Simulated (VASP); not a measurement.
# MgO in VASP: further runs

MgO is run at these levels: PBEsol; tasks: single point.

All numbers are computed with VASP 6.6.1; they aren't measurements. Logs are shortened: lines on timing, memory, paths and dates and some standing lists are left out, and cuts for length are marked.

## (1) The cell of the first run

It takes space group Cm (No. 8, monoclinic). The conventional cell has a = 5.729 Å, b = 3.308 Å, c = 4.983 Å, α = 90.00°, β = 90.00°, γ = 90.00°. Within 2.6 Å of Mg (site symmetry m) lie 4 O at 1.97 to 2.03 Å. Mg (site symmetry m) has 2 O at 1.61 to 1.99 Å within 2.1 Å. Within 2.1 Å of O (site symmetry m) lie 2 Mg at 1.61 to 2.03 Å. O (site symmetry m) has 4 Mg at 1.97 to 1.99 Å within 2.6 Å.

## (2) Single point, PBEsol (one atom moved)

INCAR

```
ALGO = Normal
EDIFF = 1E-6
ENCUT = 520
GGA = PS
ISIF = 2
ISMEAR = 0
LASPH = T
LCHARG = T
LELF = T
LREAL = F
LVHAR = T
LWAVE = F
NBANDS = 16
NELM = 100
PREC = Accurate
SIGMA = 0.02
```

KPOINTS

```
k-points
0
Gamma
  9 9 6
```

POSCAR

```
MgO
1.0
    3.3077869865      0.0000000000      0.0000000000
   -1.6538934933      2.8646275606      0.0000000000
    0.0000000000      0.0000000000      4.9828816700
Mg O
2 2
Direct
    0.3333333300      0.6666666700      0.0021597400
    0.6666666700      0.3333333300      0.5021597400
    0.3987868649      0.7975737398      0.4024402600
    0.6666666700      0.3333333300      0.9024402600
```

Potentials or basis: VASP PAW PBE potentials, release 64 (Mg, O).

On the command line:

```bash
cat potpaw_PBE.64/Mg/POTCAR potpaw_PBE.64/O/POTCAR > POTCAR
mpirun -np 1 vasp_std > vasp.out
```

OUTCAR:

```text
EDIFF = 1E-6
   ENCUT = 520
   GGA = PS
   ISIF = 2
   ISMEAR = 0
   LASPH = T
   LREAL = F
   NELM = 100
   PREC = Accurate

 ion  position               nearest neighbor table
   1  0.333  0.667  0.002-   4 1.97   4 1.97   4 1.97   3 2.03   2 3.14   2 3.14   2 3.14   2 3.14
                             2 3.14   2 3.14
   2  0.667  0.333  0.502-   3 1.61   4 1.99   3 2.18   3 2.18   1 3.14   1 3.14   1 3.14   1 3.14
                             1 3.14   1 3.14
   3  0.399  0.798  0.402-   2 1.61   1 2.03   2 2.18   2 2.18
   4  0.667  0.333  0.902-   1 1.97   1 1.97   1 1.97   2 1.99

  LATTYP: Found a hexagonal cell.
 ALAT       =     3.3077869865
 C/A-ratio  =     1.5064094787

  Lattice vectors:

 A1 = (   3.3077869865,   0.0000000000,   0.0000000000)
 A2 = (  -1.6538934933,   2.8646275606,   0.0000000000)
 A3 = (   0.0000000000,   0.0000000000,   4.9828816700)

Analysis of symmetry for initial positions (statically):
=====================================================================
 Subroutine PRICEL returns:
 Original cell was already a primitive cell.

 Routine SETGRP: Setting up the symmetry group for a
 hexagonal supercell.

 Subroutine GETGRP returns: Found  2 space group operations
 (whereof  2 operations were pure point group operations)
 out of a pool of 24 trial point group operations.

The static configuration has the point symmetry C_1h.

Analysis of symmetry for dynamics (positions and initial velocities):
=====================================================================
 Subroutine PRICEL returns:
 Original cell was already a primitive cell.

 Routine SETGRP: Setting up the symmetry group for a
 hexagonal supercell.

 Subroutine GETGRP returns: Found  2 space group operations
 (whereof  2 operations were pure point group operations)
 out of a pool of 24 trial point group operations.

The dynamic configuration has the point symmetry C_1h.

 Subroutine INISYM returns: Found  2 space group operations
 (whereof  2 operations are pure point group operations),
 and found     1 'primitive' translations

----------------------------------------------------------------------------------------

                                     Primitive cell

  volume of cell :      47.2157

  direct lattice vectors                    reciprocal lattice vectors
     3.307786987  0.000000000  0.000000000     0.302316928  0.174542760  0.000000000
    -1.653893493  2.864627561  0.000000000     0.000000000  0.349085519  0.000000000
     0.000000000  0.000000000  4.982881670     0.000000000  0.000000000  0.200687086

  length of vectors
     3.307786987  3.307786987  4.982881670     0.349085519  0.349085519  0.200687086

  position of ions in fractional coordinates (direct lattice)
     0.333333330  0.666666670  0.002159740
     0.666666670  0.333333330  0.502159740
     0.398786865  0.797573740  0.402440260
     0.666666670  0.333333330  0.902440260

  ion indices of the primitive-cell ions
   primitive index   ion index
                 1           1
                 2           2
                 3           3
                 4           4

----------------------------------------------------------------------------------------

 KPOINTS: k-points

Automatic generation of k-mesh.
 Grid dimensions read from file:
 generate k-points for:    9    9    6

 Generating k-lattice:

  Cartesian coordinates                     Fractional coordinates (reciprocal lattice)
     0.033590770  0.019393640  0.000000000     0.111111111 -0.000000000  0.000000000
     0.000000000  0.038787280  0.000000000     0.000000000  0.111111111  0.000000000
     0.000000000  0.000000000  0.033447848     0.000000000  0.000000000  0.166666667

  Length of vectors
     0.038787280  0.038787280  0.033447848

  Shift w.r.t. Gamma in fractional coordinates (k-lattice)
     0.000000000  0.000000000  0.000000000

 Subroutine IBZKPT returns following result:
 ===========================================

 Found    140 irreducible k-points:

 Following reciprocal coordinates:
            Coordinates               Weight
  0.000000  0.000000  0.000000      1.000000
  0.111111  0.000000  0.000000      4.000000
  0.000000  0.111111  0.000000      2.000000
  0.222222  0.000000  0.000000      4.000000
  0.000000  0.222222  0.000000      2.000000
  0.333333  0.000000  0.000000      4.000000
[... 16 lines left out ...]
 -0.222222 -0.444444  0.000000      4.000000
  0.444444  0.333333  0.000000      4.000000
 [... further k-points ...]
   k-points           NKPTS =    140   k-points in BZ     NKDIM =    140   number of bands    NBANDS=     16
   number of dos      NEDOS =    301   number of ions     NIONS =      4
   total plane-waves  NPLWV =  31360
   dimension x,y,z NGX =    28 NGY =   28 NGZ =   40
   dimension x,y,z NGXF=    56 NGYF=   56 NGZF=   80
   ions per type =               2   2
   NGX,Y,Z   is equivalent  to a cutoff of  14.07, 14.07, 13.35 a.u.
   NGXF,Y,Z  is equivalent  to a cutoff of  28.15, 28.15, 26.69 a.u.
 SYSTEM =  unknown system
   PREC   = accura    normal or accurate (medium, high low for compatibility)
   ISTART =      0    job   : 0-new  1-cont  2-samecut
   ICHARG =      2    charge: 1-file 2-atom 10-const
   ISPIN  =      1    spin polarized calculation?
   LNONCOLLINEAR =      F non collinear calculations
   LSORBIT =      F    spin-orbit coupling
   LASPH  =      T    aspherical Exc in radial PAW
   ENCUT  =  520.0 eV  38.22 Ry    6.18 a.u.   6.15  6.15  9.26*2*pi/ulx,y,z
   NELM   =    100;   NELMIN=  2; NELMDL= -5     # of ELM steps
   EDIFF  = 0.1E-05   stopping-criterion for ELM
   LREAL  =      F    real-space projection
   EDIFFG = 0.1E-04   stopping-criterion for IOM
   NSW    =      0    number of steps for IOM
   IBRION =     -1    ionic relax: 0-MD 1-quasi-New 2-CG
   NFREE  =      0    steps in history (QN), initial steepest desc. (CG)
   ISIF   =      2    stress and relaxation
   ISYM   =      2    0-nonsym 1-usesym 2-fastsym
   POTIM  = 0.5000    time-step for ionic-motion
   TEBEG  =    0.0;   TEEND  =   0.0 temperature during run
   PSTRESS=    0.0 pullay stress
   NELECT =      16.0000    total number of electrons
   NUPDOWN=      -1.0000    fix difference up-down
   EMIN   =  10.00;   EMAX   =-10.00  energy-range for DOS
   EFERMI =   0.00;   METHOD = LEGACY
   ISMEAR =     0;   SIGMA  =   0.02  broadening in eV -4-tet -1-fermi 0-gaus
   EFERMI_NEDOS =   21; number of points for ismear=-14 and -15
   IALGO  =     38    algorithm
   IMIX   =      4    mixing-type and parameters
     AMIX     =   0.40;   BMIX     =  1.00
     AMIX_MAG =   1.60;   BMIX_MAG =  1.00
  volume/ion in A,a.u.               =      11.80        79.66
  Fermi-wavevector in a.u.,A,eV,Ry     =   1.141351  2.156842 17.724080  1.302683
  Thomas-Fermi vector in A             =   2.278052
   LORBIT       =      0    0 simple, 1 ext, 2 COOP (PROOUT), +10 PAW based schemes
   GGA     = PS    functional components
   LHFCALC =     F    Hartree Fock is set to
   AEXX    =    0.0000 exact exchange contribution
   IVDW    =     0    specifies the selected vdW correction
   LEPSILON=     F    determine dielectric tensor
   LRPA    =     F    only Hartree local field effects (RPA)
 non-spin polarized calculation
 Gauss-broadening in eV      SIGMA  =   0.02
  energy-cutoff  :      520.00
  volume of cell :       47.22
 maximum number of plane-waves:      1303
 NGX is ok and might be reduce to    28
   NGX = 13   NGY = 13   NGZ = 19

 number of electron      15.9999997 magnetization

 Free energy of the ion-electron system (eV)
  ---------------------------------------------------
  ext. energy  EPLUGINS =         0.00000000
  ---------------------------------------------------
  free energy    TOTEN  =       -23.29641499 eV

  energy without entropy =      -23.29641499  energy(sigma->0) =      -23.29641499

 E-fermi :   1.2081     XC(G=0):  -9.9614

 val. band max:        1.0917167570   @ k =   0.0000   0.0000   0.0000
 cond. band min:       4.2818403380   @ k =   0.0000   0.0000   0.0000
 fundamental gap:      3.1901235811
 Fermi energy:         1.2080701755

 k-point     1 :       0.0000    0.0000    0.0000
  band No.  band energies     occupation
      1     -15.1750      2.00000
      2     -14.3258      2.00000
      3      -2.3243      2.00000
      4       0.0897      2.00000
      5       0.3661      2.00000
      6       0.5859      2.00000
[... 8 lines left out ...]
     15      16.7992      0.00000
     16      18.2909      0.00000

 k-point     2 :       0.1111    0.0000    0.0000
  band No.  band energies     occupation
      1     -15.1146      2.00000
      2     -14.3024      2.00000
      3      -2.2090      2.00000
      4      -0.1746      2.00000
      5       0.1514      2.00000
      6       0.3586      2.00000
[... 8 lines left out ...]
     15      17.1899      0.00000
     16      17.8025      0.00000

 k-point     3 :       0.0000    0.1111    0.0000
  band No.  band energies     occupation
      1     -15.1093      2.00000
      2     -14.3068      2.00000
      3      -2.2001      2.00000
      4      -0.1356      2.00000
      5       0.1807      2.00000
      6       0.2668      2.00000
[... 8 lines left out ...]
     15      16.8233      0.00000
     16      17.2250      0.00000

 k-point     4 :       0.2222    0.0000    0.0000
  band No.  band energies     occupation
      1     -14.9544      2.00000
      2     -14.2472      2.00000
      3      -1.8880      2.00000
      4      -0.9973      2.00000
      5      -0.2111      2.00000
      6       0.0327      2.00000
[... 8 lines left out ...]
     15      16.1663      0.00000
     16      17.1834      0.00000

 k-point     5 :       0.0000    0.2222    0.0000
  band No.  band energies     occupation
      1     -14.9317      2.00000
      2     -14.2673      2.00000
      3      -1.8468      2.00000
      4      -0.6565      2.00000
      5      -0.5938      2.00000
      6       0.0796      2.00000
[... 8 lines left out ...]
     15      15.9217      0.00000
     16      16.4521      0.00000

 k-point     6 :       0.3333    0.0000    0.0000
  band No.  band energies     occupation
      1     -14.7532      2.00000
      2     -14.1953      2.00000
      3      -1.7729      2.00000
      4      -1.4369      2.00000
      5      -0.6708      2.00000
      6      -0.1451      2.00000
[... 8 lines left out ...]
     15      16.3072      0.00000
     16      16.9469      0.00000

 k-point     7 :       0.0000    0.3333    0.0000
  band No.  band energies     occupation
      1     -14.6939      2.00000
      2     -14.2507      2.00000
      3      -1.3857      2.00000
      4      -1.2617      2.00000
      5      -1.1195      2.00000
      6      -0.0918      2.00000
[... 8 lines left out ...]
     15      15.2631      0.00000
     16      16.7035      0.00000

 k-point     8 :       0.4444    0.0000    0.0000
  band No.  band energies     occupation
      1     -14.6034      2.00000
      2     -14.1748      2.00000
      3      -2.2078      2.00000
      4      -1.0626      2.00000
      5      -0.9489      2.00000
      6      -0.2429      2.00000
[... 8 lines left out ...]
     15      16.2970      0.00000
     16      17.0419      0.00000

 k-point     9 :       0.0000    0.4444    0.0000
  band No.  band energies     occupation
      1     -14.4693      2.00000
      2     -14.3047      2.00000
      3      -1.6757      2.00000
      4      -1.5124      2.00000
      5      -0.6487      2.00000
      6      -0.1914      2.00000
[... 8 lines left out ...]
     15      14.8916      0.00000
     16      16.9429      0.00000
[... 172 lines left out ...]
 k-point    19 :      -0.1111   -0.4444    0.0000
  band No.  band energies     occupation
      1     -14.4004      2.00000
      2     -14.3289      2.00000
      3      -1.6804      2.00000
      4      -1.4874      2.00000
      5      -0.4005      2.00000
      6      -0.3986      2.00000
[... 8 lines left out ...]
     15      14.7897      0.00000
     16      16.7281      0.00000

 k-point    20 :       0.2222    0.2222    0.0000
  band No.  band energies     occupation
      1     -14.6148      2.00000
      2     -14.2189      2.00000
      3      -1.6020      2.00000
      4      -1.1720      2.00000
      5      -0.9421      2.00000
      6      -0.3558      2.00000
[... 8 lines left out ...]
     15      15.2337      0.00000
     16      16.7027      0.00000

 k-point    21 :      -0.4444    0.2222    0.0000
  band No.  band energies     occupation
      1     -14.6647      2.00000
      2     -14.1719      2.00000
      3      -1.7943      2.00000
      4      -1.2515      2.00000
      5      -0.9053      2.00000
      6      -0.2258      2.00000
[... 8 lines left out ...]
     15      16.2202      0.00000
     16      17.9304      0.00000

 k-point    22 :       0.3333    0.2222    0.0000
  band No.  band energies     occupation
      1     -14.5005      2.00000
      2     -14.2035      2.00000
      3      -1.9046      2.00000
      4      -0.9354      2.00000
      5      -0.7648      2.00000
      6      -0.6961      2.00000
[... 8 lines left out ...]
     15      15.3312      0.00000
     16      16.7693      0.00000

 k-point    23 :      -0.2222   -0.4444    0.0000
  band No.  band energies     occupation
      1     -14.4419      2.00000
      2     -14.2607      2.00000
      3      -1.6318      2.00000
      4      -1.2798      2.00000
      5      -0.6733      2.00000
      6      -0.5709      2.00000
[... 8 lines left out ...]
     15      14.8628      0.00000
     16      16.7026      0.00000

 k-point    24 :       0.4444    0.3333    0.0000
  band No.  band energies     occupation
      1     -14.5281      2.00000
      2     -14.1770      2.00000
      3      -1.9624      2.00000
      4      -1.0167      2.00000
      5      -0.8129      2.00000
      6      -0.5697      2.00000
[... 8 lines left out ...]
     15      15.7998      0.00000
     16      17.4992      0.00000

 [... further k-points ...]
[... 5 lines left out ...]
  --------------------------------------------------------------------------------------
  -------------------------------------------------------------------------------------
  Total       -1.7743818      9.8256971      1.0157544     -0.0000000      3.6686194     -0.0000000
  in kB      -60.2103832    333.4169551     34.4677561     -0.0000000    124.4878494     -0.0000000
  external PRESSURE =     102.5581094 kB  Pullay stress =       0.0000000 kB

 VOLUME and BASIS-vectors are now :
 -----------------------------------------------------------------------------
  energy-cutoff  :      520.00
  volume of cell :       47.22
      direct lattice vectors                 reciprocal lattice vectors
     3.307786987  0.000000000  0.000000000     0.302316928  0.174542760  0.000000000
    -1.653893493  2.864627561  0.000000000     0.000000000  0.349085519  0.000000000
     0.000000000  0.000000000  4.982881670     0.000000000  0.000000000  0.200687086

 POSITION                                       TOTAL-FORCE (eV/Angst)
 -----------------------------------------------------------------------------------
     -0.00000      1.90975      0.01076        -0.000000      0.304303      0.224632
      1.65389      0.95488      2.50220        -0.000000      8.144381      2.090261
     -0.00000      2.28475      2.00531         0.000000     -8.766760     -2.251540
      1.65389      0.95488      4.49675        -0.000000      0.318076     -0.063353
 -----------------------------------------------------------------------------------
    total drift:                                0.000001     -0.000498      0.000801

  FREE ENERGIE OF THE ION-ELECTRON SYSTEM (eV)
  ---------------------------------------------------
  free  energy   TOTEN  =       -23.2964149907 eV

  energy  without entropy=      -23.2964149907  energy(sigma->0) =      -23.29641499
```

It took 1.9 min on 1 thread of Intel Xeon Platinum 8488C (Sapphire Rapids), shared host; peak memory 0.24 GiB.

What came out:

```yaml
Free_energy: -23.2964 eV
Pressure: 10.3 GPa
Largest_force: 9.051 eV/Å
Band_gap_on_the_k_mesh: 3.19 eV, direct
```

Forces in eV/Å, atoms in the order of the input:
```
Mg   0.000  0.304  0.225
Mg   0.000  8.144  2.090
O    0.000 -8.767 -2.252
O    0.000  0.318 -0.063
```

Levels at points of the mesh, in eV from the valence-band top:
| k point | band 5 | band 6 | band 7 | band 8 | band 9 | band 10 | band 11 | band 12 |
| --- | --- | --- | --- | --- | --- | --- | --- | --- |
| (0.00, 0.00, 0.00) | -0.73 | -0.51 | -0.47 | 0.00 | 3.19 | 8.25 | 9.89 | 13.50 |
| (0.00, 0.00, 0.50) | -0.81 | -0.72 | -0.65 | -0.46 | 5.59 | 5.74 | 12.89 | 12.97 |

Caveat: the cell differs from its parent crystal (one atom moved); the PAW data sets were made with another functional, which shifts forces and pressure a little. A k mesh can miss the band edges.

## (3) Single point, PBEsol (one atom moved)

INCAR

```
SYSTEM = MgO
PREC = Accurate ; ENCUT = 520
EDIFF = 1E-6 ; ISMEAR = 0
SIGMA = 0.02 ; LREAL = .False.
LASPH = .True. ; NELM = 100
ALGO = Normal ; ISIF = 2
LWAVE = .False. ; LCHARG = .True.
GGA = PS ; LELF = .True.
LVHAR = .True. ; NBANDS = 16
```

KPOINTS

```
Automatic mesh
0
Gamma
  9 9 6
  0 0 0
```

Edit POSCAR of step 2 so:

```diff
@@ -10,3 +10,3 @@
     0.6666666700      0.3333333300      0.5021597400
-    0.3987868649      0.7975737398      0.4024402600
-    0.6666666700      0.3333333300      0.9024402600
+    0.3333333300      0.6666666700      0.4024402600
+    0.6886433965      0.2840703815      0.9191595011
```

Potentials or basis: VASP PAW PBE potentials, release 64 (Mg, O).

On the command line:

```bash
cat potpaw_PBE.64/Mg/POTCAR potpaw_PBE.64/O/POTCAR > POTCAR
mpirun -np 1 vasp_std > vasp.out
```

It took 74 s on 1 thread of Intel Xeon 6975P-C (Granite Rapids), shared host; peak memory 0.3 GiB.

Results (log left out):

| Property | Result |
| --- | --- |
| Free energy | -24.2900 eV |
| Pressure | 2.0 GPa |
| Largest force | 2.368 eV/Å |
| Band gap on the k mesh | 3.21 eV, direct |

Forces in eV/Å, atoms in the order of the input:
```
Mg   0.861 -1.549  0.566
Mg   0.152 -0.138  0.182
O    0.075 -0.092  0.376
O   -1.088  1.778 -1.124
```

Stress tensor (GPa, compression positive):
```
-1.19  4.69  0.73
 4.69  9.14 -1.73
 0.73 -1.73 -2.03
```

Levels at points of the mesh, in eV from the valence-band top:
| k point | band 6 | band 7 | band 8 | band 9 | band 10 | band 11 |
| --- | --- | --- | --- | --- | --- | --- |
| (0.00, 0.00, 0.00) | -0.53 | -0.52 | 0.00 | 3.21 | 8.37 | 10.06 |
| (0.00, 0.00, 0.50) | -0.72 | -0.69 | -0.56 | 5.65 | 5.91 | 12.69 |

Caveat: the cell differs from its parent crystal (one atom moved); the PAW data sets were made with another functional, which shifts forces and pressure a little. A k mesh can miss the band edges.

## (4) Single point, PBEsol (one atom moved)

INCAR

```
SYSTEM = MgO
ALGO = Normal ; EDIFF = 1E-6
ENCUT = 520 ; GGA = PS
ISIF = 2 ; ISMEAR = 0
LASPH = .True. ; LCHARG = .False.
LREAL = .False. ; LWAVE = .False.
NBANDS = 16 ; NELM = 80
PREC = Accurate ; SIGMA = 0.02
```

KPOINTS

```
k-points
0
Gamma
  9 9 6
  0 0 0
```

POSCAR

```
MgO
1.0
    3.3077869865      0.0000000000      0.0000000000
   -1.6538934933      2.8646275606      0.0000000000
    0.0000000000      0.0000000000      4.9828816700
Mg O
2 2
Direct
    0.4366709089      0.7187188118     -0.0440404340
    0.6666666700      0.3333333300      0.5021597400
    0.3333333300      0.6666666700      0.4024402600
    0.6666666700      0.3333333300      0.9024402600
```

On the command line:

```bash
cat potpaw_PBE.64/Mg/POTCAR potpaw_PBE.64/O/POTCAR > POTCAR
mpirun -np 1 vasp_std > vasp.out
```

Run time: 66 s. Hardware: 1 thread of Intel Xeon 6975P-C (Granite Rapids), shared host; peak memory 0.3 GiB.

Results (log left out):

```
Free energy            : -23.8775 eV
Pressure               : 4.8 GPa
Largest force          : 3.284 eV/Å
Band gap on the k mesh : 3.08 eV, direct
```

Forces on the atoms (eV/Å):
```
Mg  -2.217 -1.327  2.027
Mg   0.116  0.068 -1.100
O    0.250  0.146  0.065
O    1.852  1.113 -0.993
```

Stress tensor (GPa, compression positive):
```
 3.69 -9.63 -1.60
-9.63 15.00 -0.97
-1.60 -0.97 -4.29
```

Levels at points of the mesh, in eV from the valence-band top:
```tsv
k point	band 5	band 6	band 7	band 8	band 9	band 10	band 11	band 12
(0.00, 0.00, 0.00)	-0.99	-0.41	-0.40	0.00	3.08	8.36	10.00	13.71
(0.00, 0.00, 0.50)	-1.46	-0.92	-0.45	-0.44	5.45	6.03	12.41	13.08
```

Caveat: the cell differs from its parent crystal (one atom moved); the PAW data sets were made with another functional, which shifts forces and pressure a little. A k mesh can miss the band edges.
